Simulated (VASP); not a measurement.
The system is In4SbAs3.

```
As In Sb
1.0
     6.06662    0.00000    0.00000
     0.00000    6.06662    0.00000
     0.00000    0.00000    6.06662
As In Sb
3 4 1
Direct
  0.50000 0.00000 0.00000
  0.00000 0.50000 0.00000
  0.00000 0.00000 0.50000
  0.25000 0.75000 0.75000
  0.75000 0.25000 0.75000
  0.75000 0.75000 0.25000
  0.25000 0.25000 0.25000
  0.50000 0.50000 0.50000
```

* Program: VASP 6.6.1
* Task: relaxation of cell and atoms
* Functional: PBE
* Potentials or basis: VASP PAW PBE potentials, release 64 (As, In_d, Sb)
* Cutoff: 600 eV
* k mesh: 4 × 4 × 4
* Occupations: fermi-dirac, width 0.02 eV
* Spin: no spin polarisation

At the start: pressure 7.2 GPa; volume 27.91 Å³/atom.

Where does the relaxation end?

Over 9 steps the energy falls by 93.0 meV/atom and the volume is 31.31 Å³/atom (+12.2 %); space group P-43m (No. 215, to 0.05 Å).

The path:
```csv
step,energy change (eV),largest force (eV/Å),pressure (GPa),volume (Å³)
1,0.0000,1.3005,7.20,223.28
2,-0.6119,0.1811,-2.35,266.28
3,-0.7070,0.4210,-0.39,253.14
4,-0.7354,0.2069,-0.14,251.44
5,-0.7438,0.0119,0.10,249.89
6,-0.7438,0.0203,0.09,249.95
7,-0.7440,0.0047,-0.04,250.65
8,-0.7440,0.0087,-0.01,250.49
9,-0.7440,0.0025,0.00,250.45
```

Final structure:
```
As In Sb
1.0
     6.30339    0.00000    0.00000
     0.00000    6.30339    0.00000
     0.00000    0.00000    6.30339
As In Sb
3 4 1
Direct
  0.50000 0.00000 0.00000
  0.00000 0.50000 0.00000
  0.00000 0.00000 0.50000
  0.24204 0.75796 0.75796
  0.75796 0.24204 0.75796
  0.75796 0.75796 0.24204
  0.24204 0.24204 0.24204
  0.50000 0.50000 0.50000
```
